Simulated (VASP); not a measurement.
A run of VASP 6.6.1:

INCAR

```
SYSTEM = Pd
PREC = Accurate
ENCUT = 500
EDIFF = 1E-8
ISMEAR = -1
SIGMA = 0.05
LREAL = .FALSE.
LASPH = .TRUE.
NELM = 120
ALGO = Normal
ISIF = 2
LWAVE = .FALSE.
LCHARG = .FALSE.
GGA = PE
IBRION = 8
NSW = 1
GGA_COMPAT = .FALSE.
```

Contents of KPOINTS:

```
Automatic mesh
0
G
  10 10 10
  0 0 0
```

Contents of POSCAR:

```
Pd
1.0
    0.0000000000      1.9465000000      1.9465000000
    1.9465000000      0.0000000000      1.9465000000
    1.9465000000      1.9465000000      0.0000000000
Pd
1
Direct
    0.0000000000      0.0000000000      0.0000000000
```

Potentials or basis: VASP PAW PBE potentials, release 64 (Pd).

Command:

```bash
$ cat potpaw_PBE.64/Pd/POTCAR > POTCAR
$ mpirun -np 1 vasp_std > vasp.out
```

Hardware: 1 thread of Intel(R) Xeon(R) Platinum 8488C (Sapphire Rapids) (shared host).

Problem. How long does it take, and how much memory?

Solution. It took 20 s on 1 thread of Intel(R) Xeon(R) Platinum 8488C (Sapphire Rapids) (shared host), peak memory 0.15 GiB. Counts: scf iterations 26, k points 47.
